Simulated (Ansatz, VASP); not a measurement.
## BaTiO3: VASP beside Ansatz

The input INCAR:

```
ALGO = Normal
EDIFF = 1E-6
ENCUT = 520
GGA = PE
ISIF = 2
ISMEAR = 0
LASPH = True
LCHARG = False
LREAL = False
LWAVE = False
NBANDS = 28
NELM = 100
PREC = Accurate
SIGMA = 0.05
```

File KPOINTS:

```
k-points
0
Gamma
  8 8 8
```

File POSCAR:

```
BaTiO3
1.0
    4.0192501416      0.0000000000      0.0000000000
    0.0000000000      4.0192501416     -0.0803850028
    0.0000000000     -0.0803850028      4.0192501416
Ba Ti O
1 1 3
Direct
    0.5000000000      0.5000000000      0.5000000000
    0.0000000000      0.0000000000      0.0000000000
    0.5000000000      0.0000000000      0.0000000000
    0.0000000000      0.5000000000      0.0000000000
    0.0000000000      0.0000000000      0.5000000000
```

Input for Ansatz:

```yaml
crystal:
  lattice:
    - [4.0192501416, 0.0, 0.0]
    - [0.0, 4.0192501416, -0.0803850028]
    - [0.0, -0.0803850028, 4.0192501416]
  atoms:
    - { symbol: Ba, position: [0.5, 0.5, 0.5] }
    - { symbol: Ti, position: [0.0, 0.0, 0.0] }
    - { symbol: O, position: [0.5, 0.0, 0.0] }
    - { symbol: O, position: [0.0, 0.5, 0.0] }
    - { symbol: O, position: [0.0, 0.0, 0.5] }
basis:
  ecutwfc: 420
kpoints:
  mp_grid: { grid: [8, 8, 8] }
hamiltonian:
  xc: pbe
scf:
  occupations: { method: gaussian, width: 0.05 }
output:
  forces: true
  stress: true
  eigenvalues: true
```

Change from the starting cell: strain -0.0400 x Voigt [0, 0, 0, 1, 0, 0], atoms carried along.

Alike in both runs: task single point; functional PBE; k mesh 8 × 8 × 8; occupations gaussian, width 0.05 eV; no spin polarisation.

```csv
,VASP,Ansatz
version,VASP 6.6.1,Ansatz 0.2.0
potentials or method,"VASP PAW PBE potentials, release 64 (Ba_sv, Ti_sv, O), cutoff 520 eV","scalar-relativistic, plane waves, PAW"
valence electrons in the cell,40,40
```

VASP gave:

| Property | Result |
| --- | --- |
| gap on the k mesh at the Fermi level (eV) | 1.62 |
| least direct gap on the mesh (eV) | 1.68 |
| pressure (GPa) | 1.9 |
| traceless stress, the component that is largest in VASP (GPa) | 4.93 |

What did Ansatz give for the same quantities?

gap on the k mesh at the Fermi level (eV): 1.68; least direct gap on the mesh (eV): 1.71; pressure (GPa): 0.1; traceless stress, the component that is largest in VASP (GPa): 4.79.

With one functional, cell and mesh, what is left measures potentials, basis and numerics.

Neither program's run includes spin-orbit coupling.
